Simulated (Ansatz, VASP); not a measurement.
One calculation of BeS2, two programs

```
Be S
1.0
     0.00000    2.84323    2.84323
     2.84323    0.00000    2.84323
     2.84323    2.84323    0.00000
Be S
1 2
Direct
  0.00000 0.00000 0.00000
  0.25000 0.25000 0.25000
  0.75000 0.75000 0.75000
```

Change from the starting cell: species swapped into the ZrO2 type (Fm-3m, No. 225).

Alike in both runs: functional PBE; k mesh 6 × 6 × 6; occupations gaussian, width 0.1 eV; no spin polarisation.

Ansatz relaxed the structure, and its values are those at the end. VASP's run is a single point on that final structure, the one shown.

|  | VASP | Ansatz |
| --- | --- | --- |
| version | VASP 6.6.1 | Ansatz 0.2.0 |
| potentials or method | VASP PAW PBE potentials, release 64 (Be, S), cutoff 520 eV | scalar-relativistic, plane waves, PAW |
| valence electrons in the cell | 14 | 14 |

Ansatz gave:

```
gap on the k mesh at the Fermi level (eV) : none
pressure (GPa)                            : 0.0
```

Question: Estimate VASP's values.

Answer: gap on the k mesh at the Fermi level (eV): none; pressure (GPa): -0.1.

A gap of «none» marks a metal or a gap that the smearing closes. With one functional, cell and mesh, what is left measures potentials, basis and numerics.
